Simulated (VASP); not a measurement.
Wanted: the native input for a VASP 6.6.1 run.

```yaml
Task: single point
Functional: r2SCAN
Potentials_or_basis: VASP PAW PBE potentials, release 64 (Be, S)
Cutoff: 520 eV
k_mesh: 6 × 10 × 10
Occupations: gaussian, width 0.1 eV
Spin: no spin polarisation
Dipole_correction: no
Further_INCAR_settings: ALGO = Normal; EDIFF = 1e-06; NBANDS = 20
```

Be7S:

```
Be S
1.0
     6.78501    0.00000    0.00000
     0.00000    2.19126    2.64255
     0.00000   -2.19126    2.64255
Be S
7 1
Direct
  0.50000 0.76304 0.76304
  0.50000 0.22028 0.22028
  0.69995 0.73277 0.25109
  0.30005 0.73277 0.25109
  0.30005 0.25109 0.73277
  0.69995 0.25109 0.73277
  0.00000 0.57635 0.57635
  0.00000 0.97254 0.97254
```

One way to write it, as run:

POSCAR

```
Be7S
1.0
    6.7850120026      0.0000000000      0.0000000000
    0.0000000000      2.1912587319      2.6425462592
    0.0000000000     -2.1912587319      2.6425462592
Be S
7 1
Direct
    0.5000000000      0.7630421424      0.7630421424
    0.5000000000      0.2202811687      0.2202811687
    0.6999530218      0.7327725010      0.2510936875
    0.3000469782      0.7327725010      0.2510936875
    0.3000469782      0.2510936875      0.7327725010
    0.6999530218      0.2510936875      0.7327725010
    0.0000000000      0.5763519211      0.5763519211
    0.0000000000      0.9725379662      0.9725379662
```

INCAR.step1

```
  ALGO = Normal
  EDIFF = 1E-4
  ENCUT = 520
  GGA = PE
  ISMEAR = 0
  LASPH = True
  LCHARG = False
  LREAL = False
  LWAVE = True
  NBANDS = 20
  NELM = 60
  PREC = Accurate
  SIGMA = 0.1
```

INCAR.step2

```
  ALGO = Normal
  EDIFF = 1E-6
  ENCUT = 520
  ISIF = 2
  ISMEAR = 0
  ISTART = 1
  LASPH = True
  LCHARG = False
  LMIXTAU = True
  LREAL = False
  LWAVE = False
  METAGGA = R2SCAN
  NBANDS = 20
  NELM = 60
  PREC = Accurate
  SIGMA = 0.1
```

KPOINTS

```
k-points
0
Gamma
  6 10 10
```

Potentials or basis: VASP PAW PBE potentials, release 64 (Be, S).

The run is started by

```bash
$ cat potpaw_PBE.64/Be/POTCAR potpaw_PBE.64/S/POTCAR > POTCAR
$ cp INCAR.step1 INCAR
$ mpirun -np 1 vasp_std > vasp.out
$ cp INCAR.step2 INCAR
$ mpirun -np 1 vasp_std > vasp.out
```

It gave:

```
Pressure               : 0.4 GPa
Largest force          : 0.037 eV/Å
Band gap on the k mesh : zero (bands 10 and 11 overlap by 3.30 eV)
```

Caveat: the PAW data sets were made with another functional, which shifts forces and pressure a little.

It took 4.5 min on 1 thread of Intel(R) Xeon(R) 6975P-C (Granite Rapids), with other jobs on the host, peak memory 0.3 GiB.
